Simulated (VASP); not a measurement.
Set up this calculation in VASP 6.6.1, as the native input.

```
Task                   : dielectric tensor
Functional             : PBE
Potentials or basis    : VASP PAW PBE potentials, release 64 (Ga_d, N)
Cutoff                 : 520 eV
k mesh                 : 4 × 4 × 4, shifted
Occupations            : gaussian, width 0.01 eV
Spin                   : no spin polarisation
Dipole correction      : no
Further INCAR settings : ALGO = Normal; EDIFF = 1e-08; ISYM = 0
```

The structure of GaN lies in POSCAR:

```
GaN
1.0
    0.0000000000      2.2535006050      2.2535006050
    2.2535006050      0.0000000000      2.2535006050
    2.2535006050      2.2535006050      0.0000000000
Ga N
1 1
Direct
    0.0000000000      0.0000000000      0.0000000000
    0.2500000000      0.2500000000      0.2500000000
```

These files were run (other wordings do the same):

INCAR

```
SYSTEM = GaN
PREC     = Accurate       ! precision mode
ENCUT    = 520            ! plane-wave cutoff, eV
EDIFF    = 1E-8           ! SCF threshold, eV
ISMEAR   = 0              ! smearing method
SIGMA    = 0.01           ! smearing width, eV
LREAL    = .FALSE.        ! projectors in reciprocal space
LASPH    = .TRUE.         ! aspherical terms in the spheres
NELM     = 120            ! most SCF steps
ALGO     = Normal         ! electronic algorithm
ISIF     = 2              ! what is computed and relaxed
LWAVE    = .FALSE.        ! write WAVECAR
LCHARG   = .FALSE.        ! write CHGCAR
GGA      = PE             ! functional
LEPSILON = .TRUE.         ! dielectric tensor by DFPT
ISYM     = 0            
GGA_COMPAT= .FALSE.
```

KPOINTS

```
Automatic mesh
0
Gamma
  4 4 4
  0.5 0.5 0.5
```

Potentials or basis: VASP PAW PBE potentials, release 64 (Ga_d, N).

The run is started by

```console
$ cat potpaw_PBE.64/Ga_d/POTCAR potpaw_PBE.64/N/POTCAR > POTCAR
$ mpirun -np 1 vasp_std > vasp.out
```

Results of the run:

```json
{
  "Band gap on the k mesh": "3.04 eV",
  "Electronic dielectric tensor (diagonal)": "5.91",
  "Born charges (mean of the diagonal)": "Ga +2.67; N -2.67 e"
}
```

Caveat: the k points lie up to 0.60 Å⁻¹ apart; a shifted mesh leaves out Γ, where band edges can lie.

Wall time 3.4 min on 1 thread of Intel(R) Xeon(R) Platinum 8259CL CPU @ 2.50GHz (Skylake/Cascade Lake), on a shared host, peak memory 0.24 GiB.
